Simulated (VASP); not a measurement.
# HoAuF4 (P4/mmm) in VASP: a series of runs

HoAuF4 is run at these levels: PBE; tasks: single point.

All numbers are computed with VASP 6.6.1; they aren't measurements. Logs are shortened: lines on timing, memory, paths and dates and some standing lists are left out, and cuts for length are marked.

**1. The cell of the first run**

It takes space group P4/mmm (No. 123, tetragonal). Conventional cell: a = 3.376 Å, b = 3.376 Å, c = 7.140 Å, α = 90.00°, β = 90.00°, γ = 90.00°. Ho (site symmetry 4/mmm) has 10 F at 2.08 to 2.62 Å within 2.8 Å. Au (site symmetry 4/mmm) has 10 F at 2.49 to 2.81 Å and 4 Au at 3.38 Å within 3.4 Å. Within 2.9 Å of F (site symmetry 4mm) lie 5 F at 2.16 to 2.59 Å and 1 Au at 2.49 Å and 4 Ho at 2.62 Å. F (site symmetry 4mm) has 1 Ho at 2.08 Å and 5 F at 2.59 to 2.97 Å and 4 Au at 2.81 Å within 3.0 Å.

The cell was built from a structure type or drawn by symmetry, and may not be a known phase.

**2. Single point, PBE**

INCAR reads:

```
SYSTEM = HoAuF4
PREC = Accurate ; ENCUT = 600
EDIFF = 1E-6 ; ISMEAR = 0
SIGMA = 0.15 ; LREAL = .False.
LASPH = .True. ; NELM = 200
ALGO = Normal ; ISIF = 2
LWAVE = .False. ; LCHARG = .False.
GGA = PE ; NBANDS = 33
GGA_COMPAT = .False. ; LMAXMIX = 6
```

KPOINTS reads:

```
regular mesh
0
Gamma
  3 3 2
  0 0 0
```

POSCAR reads:

```
HoAuF4
1.0
    3.3756090426      0.0000000000      0.0000000000
    0.0000000000      3.3756090426      0.0000000000
    0.0000000000      0.0000000000      7.1401087448
Ho Au F
1 1 4
Direct
    0.5000000000      0.5000000000      0.5000000000
    0.0000000000      0.0000000000      0.0000000000
    0.0000000000      0.0000000000      0.6510901299
    0.5000000000      0.5000000000      0.2082093361
    0.5000000000      0.5000000000      0.7917906639
    0.0000000000      0.0000000000      0.3489098701
```

Potentials or basis: VASP PAW PBE potentials, release 64 (Ho_3, Au, F), 4f in core.

Command:

```
> cat potpaw_PBE.64/Ho_3/POTCAR potpaw_PBE.64/Au/POTCAR potpaw_PBE.64/F/POTCAR > POTCAR
> mpirun -np 1 vasp_std > vasp.out
```

OUTCAR:

```text
SYSTEM = HoAuF4
   PREC = Accurate
   ENCUT = 600
   EDIFF = 1E-6
   ISMEAR = 0
   LREAL = .False.
   LASPH = .True.
   NELM = 200
   ISIF = 2
   GGA = PE

 ion  position               nearest neighbor table
   1  0.500  0.500  0.500-   4 2.08   5 2.08   3 2.62   6 2.62   3 2.62   6 2.62   3 2.62   6 2.62
                             3 2.62   6 2.62
   2  0.000  0.000  0.000-   3 2.49   6 2.49
   3  0.000  0.000  0.651-   2 2.49   1 2.62   1 2.62   1 2.62   1 2.62
   4  0.500  0.500  0.208-   1 2.08
   5  0.500  0.500  0.792-   1 2.08
   6  0.000  0.000  0.349-   2 2.49   1 2.62   1 2.62   1 2.62   1 2.62

  LATTYP: Found a simple tetragonal cell.
 ALAT       =     3.3756090426
 C/A-ratio  =     2.1152060724

  Lattice vectors:

 A1 = (   3.3756090426,   0.0000000000,   0.0000000000)
 A2 = (   0.0000000000,   3.3756090426,   0.0000000000)
 A3 = (   0.0000000000,   0.0000000000,   7.1401087448)

Analysis of symmetry for initial positions (statically):
=====================================================================
 Subroutine PRICEL returns:
 Original cell was already a primitive cell.

 Routine SETGRP: Setting up the symmetry group for a
 simple tetragonal supercell.

 Subroutine GETGRP returns: Found 16 space group operations
 (whereof 16 operations were pure point group operations)
 out of a pool of 16 trial point group operations.

The static configuration has the point symmetry D_4h.

Analysis of symmetry for dynamics (positions and initial velocities):
=====================================================================
 Subroutine PRICEL returns:
 Original cell was already a primitive cell.

 Routine SETGRP: Setting up the symmetry group for a
 simple tetragonal supercell.

 Subroutine GETGRP returns: Found 16 space group operations
 (whereof 16 operations were pure point group operations)
 out of a pool of 16 trial point group operations.

The dynamic configuration has the point symmetry D_4h.

 Subroutine INISYM returns: Found 16 space group operations
 (whereof 16 operations are pure point group operations),
 and found     1 'primitive' translations

----------------------------------------------------------------------------------------

                                     Primitive cell

  volume of cell :      81.3597

  direct lattice vectors                    reciprocal lattice vectors
     3.375609043  0.000000000  0.000000000     0.296242837  0.000000000  0.000000000
     0.000000000  3.375609043  0.000000000     0.000000000  0.296242837  0.000000000
     0.000000000  0.000000000  7.140108745     0.000000000  0.000000000  0.140053889

  length of vectors
     3.375609043  3.375609043  7.140108745     0.296242837  0.296242837  0.140053889

  position of ions in fractional coordinates (direct lattice)
     0.500000000  0.500000000  0.500000000
     0.000000000  0.000000000  0.000000000
     0.000000000  0.000000000  0.651090130
     0.500000000  0.500000000  0.208209336
     0.500000000  0.500000000  0.791790664
     0.000000000  0.000000000  0.348909870

  ion indices of the primitive-cell ions
   primitive index   ion index
                 1           1
                 2           2
                 3           3
                 4           4
                 5           5
                 6           6

----------------------------------------------------------------------------------------

 KPOINTS: regular mesh

Automatic generation of k-mesh.
 Grid dimensions read from file:
 generate k-points for:    3    3    2

 Generating k-lattice:

  Cartesian coordinates                     Fractional coordinates (reciprocal lattice)
     0.098747612  0.000000000  0.000000000     0.333333333  0.000000000  0.000000000
     0.000000000  0.098747612  0.000000000     0.000000000  0.333333333  0.000000000
     0.000000000  0.000000000  0.070026945     0.000000000  0.000000000  0.500000000

  Length of vectors
     0.098747612  0.098747612  0.070026945

  Shift w.r.t. Gamma in fractional coordinates (k-lattice)
     0.000000000  0.000000000  0.000000000

 Subroutine IBZKPT returns following result:
 ===========================================

 Found      6 irreducible k-points:

 Following reciprocal coordinates:
            Coordinates               Weight
  0.000000  0.000000  0.000000      1.000000
  0.333333  0.000000  0.000000      4.000000
  0.333333  0.333333  0.000000      4.000000
  0.000000  0.000000  0.500000      1.000000
  0.333333  0.000000  0.500000      4.000000
  0.333333  0.333333  0.500000      4.000000
   k-points           NKPTS =      6   k-points in BZ     NKDIM =      6   number of bands    NBANDS=     33
   number of dos      NEDOS =    301   number of ions     NIONS =      6
   total plane-waves  NPLWV =  47040
   dimension x,y,z NGX =    28 NGY =   28 NGZ =   60
   dimension x,y,z NGXF=    56 NGYF=   56 NGZF=  120
   ions per type =               1   1   4
   NGX,Y,Z   is equivalent  to a cutoff of  13.79, 13.79, 13.97 a.u.
   NGXF,Y,Z  is equivalent  to a cutoff of  27.58, 27.58, 27.94 a.u.
 SYSTEM =  HoAuF4
   PREC   = accura    normal or accurate (medium, high low for compatibility)
   ISTART =      0    job   : 0-new  1-cont  2-samecut
   ICHARG =      2    charge: 1-file 2-atom 10-const
   ISPIN  =      1    spin polarized calculation?
   LNONCOLLINEAR =      F non collinear calculations
   LSORBIT =      F    spin-orbit coupling
   LASPH  =      T    aspherical Exc in radial PAW
   ENCUT  =  600.0 eV  44.10 Ry    6.64 a.u.   6.74  6.74 14.26*2*pi/ulx,y,z
   NELM   =    200;   NELMIN=  2; NELMDL= -5     # of ELM steps
   EDIFF  = 0.1E-05   stopping-criterion for ELM
   LREAL  =      F    real-space projection
   EDIFFG = 0.1E-04   stopping-criterion for IOM
   NSW    =      0    number of steps for IOM
   IBRION =     -1    ionic relax: 0-MD 1-quasi-New 2-CG
   NFREE  =      0    steps in history (QN), initial steepest desc. (CG)
   ISIF   =      2    stress and relaxation
   ISYM   =      2    0-nonsym 1-usesym 2-fastsym
   POTIM  = 0.5000    time-step for ionic-motion
   TEBEG  =    0.0;   TEEND  =   0.0 temperature during run
   PSTRESS=    0.0 pullay stress
   NELECT =      48.0000    total number of electrons
   NUPDOWN=      -1.0000    fix difference up-down
   EMIN   =  10.00;   EMAX   =-10.00  energy-range for DOS
   EFERMI =   0.00;   METHOD = LEGACY
   ISMEAR =     0;   SIGMA  =   0.15  broadening in eV -4-tet -1-fermi 0-gaus
   EFERMI_NEDOS =   21; number of points for ismear=-14 and -15
   IALGO  =     38    algorithm
   IMIX   =      4    mixing-type and parameters
     AMIX     =   0.40;   BMIX     =  1.00
     AMIX_MAG =   1.60;   BMIX_MAG =  1.00
  volume/ion in A,a.u.               =      13.56        91.51
  Fermi-wavevector in a.u.,A,eV,Ry     =   1.373047  2.594683 25.650509  1.885259
  Thomas-Fermi vector in A             =   2.498600
   LORBIT       =      0    0 simple, 1 ext, 2 COOP (PROOUT), +10 PAW based schemes
   GGA     = PE    functional components
   LHFCALC =     F    Hartree Fock is set to
   AEXX    =    0.0000 exact exchange contribution
   IVDW    =     0    specifies the selected vdW correction
   LEPSILON=     F    determine dielectric tensor
   LRPA    =     F    only Hartree local field effects (RPA)
 non-spin polarized calculation
 Gauss-broadening in eV      SIGMA  =   0.15
  energy-cutoff  :      600.00
  volume of cell :       81.36
 maximum number of plane-waves:      2733
 NGX is ok and might be reduce to    28
   NGX = 13   NGY = 13   NGZ = 29

 number of electron      47.9999968 magnetization

 Free energy of the ion-electron system (eV)
  ---------------------------------------------------
  ext. energy  EPLUGINS =         0.00000000
  ---------------------------------------------------
  free energy    TOTEN  =       -28.43922253 eV

  energy without entropy =      -28.42958625  energy(sigma->0) =      -28.43440439

 E-fermi :   2.6878     XC(G=0): -10.6691

 val. band max:        2.5117720896   @ k =   0.3333   0.3333   0.5000
 cond. band min:       2.8167013915   @ k =   0.0000   0.0000   0.5000
 fundamental gap:      0.3049293019
 Fermi energy:         2.6878410625

 k-point     1 :       0.0000    0.0000    0.0000
  band No.  band energies     occupation
      1     -22.3880      2.00000
      2     -21.5045      2.00000
      3     -21.5045      2.00000
      4     -21.0781      2.00000
      5     -19.8715      2.00000
      6     -19.1784      2.00000
[... 25 lines left out ...]
     32      12.5956      0.00000
     33      14.5221      0.00000

 k-point     2 :       0.3333    0.0000    0.0000
  band No.  band energies     occupation
      1     -22.4011      2.00000
      2     -22.2005      2.00000
      3     -21.4609      2.00000
      4     -20.3330      2.00000
      5     -20.0602      2.00000
      6     -19.1963      2.00000
[... 25 lines left out ...]
     32      12.4537      0.00000
     33      13.1920      0.00000

 k-point     3 :       0.3333    0.3333    0.0000
  band No.  band energies     occupation
      1     -22.1561      2.00000
      2     -22.1111      2.00000
      3     -21.8296      2.00000
      4     -20.5501      2.00000
      5     -20.0784      2.00000
      6     -19.1829      2.00000
[... 25 lines left out ...]
     32      11.6707      0.00000
     33      13.5206      0.00000

 k-point     4 :       0.0000    0.0000    0.5000
  band No.  band energies     occupation
      1     -22.3985      2.00000
      2     -21.5045      2.00000
      3     -21.5045      2.00000
      4     -21.0671      2.00000
      5     -19.8794      2.00000
      6     -19.1092      2.00000
[... 25 lines left out ...]
     32      13.0667      0.00000
     33      13.7869      0.00000

 k-point     5 :       0.3333    0.0000    0.5000
  band No.  band energies     occupation
      1     -22.3994      2.00000
      2     -22.2086      2.00000
      3     -21.4609      2.00000
      4     -20.3256      2.00000
      5     -20.0689      2.00000
      6     -19.1379      2.00000
[... 25 lines left out ...]
     32      11.7089      0.00000
     33      14.0041      0.00000

 k-point     6 :       0.3333    0.3333    0.5000
  band No.  band energies     occupation
      1     -22.1548      2.00000
      2     -22.1190      2.00000
      3     -21.8296      2.00000
      4     -20.5441      2.00000
      5     -20.0873      2.00000
      6     -19.1232      2.00000
[... 25 lines left out ...]
     32      12.0046      0.00000
     33      12.8293      0.00000

------------------------ aborting loop because EDIFF is reached ----------------------------------------

  FORCE on cell =-STRESS in cart. coord.  units (eV):
  Direction    XX          YY          ZZ          XY          YZ          ZX
  --------------------------------------------------------------------------------------
  -------------------------------------------------------------------------------------
  Total       -0.3699544     -0.3699544      1.0036704      0.0000000      0.0000000      0.0000000
  in kB       -7.2853365     -7.2853365     19.7648069      0.0000000      0.0000000      0.0000000
  external PRESSURE =       1.7313780 kB  Pullay stress =       0.0000000 kB

 VOLUME and BASIS-vectors are now :
 -----------------------------------------------------------------------------
  energy-cutoff  :      600.00
  volume of cell :       81.36
      direct lattice vectors                 reciprocal lattice vectors
     3.375609043  0.000000000  0.000000000     0.296242837  0.000000000  0.000000000
     0.000000000  3.375609043  0.000000000     0.000000000  0.296242837  0.000000000
     0.000000000  0.000000000  7.140108745     0.000000000  0.000000000  0.140053889

 POSITION                                       TOTAL-FORCE (eV/Angst)
 -----------------------------------------------------------------------------------
      1.68780      1.68780      3.57005        -0.000000     -0.000000      0.000000
      0.00000      0.00000      0.00000        -0.000000     -0.000000      0.000000
      0.00000      0.00000      4.64885        -0.000000     -0.000000     -0.050773
      1.68780      1.68780      1.48664         0.000000     -0.000000     -0.297132
      1.68780      1.68780      5.65347        -0.000000      0.000000      0.297132
      0.00000      0.00000      2.49125        -0.000000     -0.000000      0.050773
 -----------------------------------------------------------------------------------
    total drift:                                0.000000      0.000000      0.000000

  FREE ENERGIE OF THE ION-ELECTRON SYSTEM (eV)
  ---------------------------------------------------
  free  energy   TOTEN  =       -28.4392225285 eV

  energy  without entropy=      -28.4295862529  energy(sigma->0) =      -28.43440439
```

Run time: 29 s. Hardware: 1 thread of Intel Xeon Platinum 8259CL at 2.50GHz (Skylake/Cascade Lake), shared host; peak memory 0.21 GiB.

What came out:

* Free energy: -28.4392 eV
* Pressure: 0.2 GPa
* Largest force: 0.297 eV/Å
* Band gap on the k mesh: 0.30 eV (least direct gap 0.56 eV)

Forces in eV/Å, atoms in the order of the input:
```
Ho   0.000  0.000  0.000
Au   0.000  0.000  0.000
F    0.000  0.000 -0.051
F    0.000  0.000 -0.297
F    0.000  0.000  0.297
F    0.000  0.000  0.051
```

Caveat: the k points lie up to 0.62 Å⁻¹ apart; spin-orbit coupling is left out, which moves the levels of the heavy elements; an odd mesh through Γ misses points on the zone boundary, where band edges can lie; the 4f electrons are frozen in the core, so they carry no moment and show no levels. Spin polarisation is off, so any magnetic state and its effect on volume and gap are missing.

(Continued in part 2 of 2.)
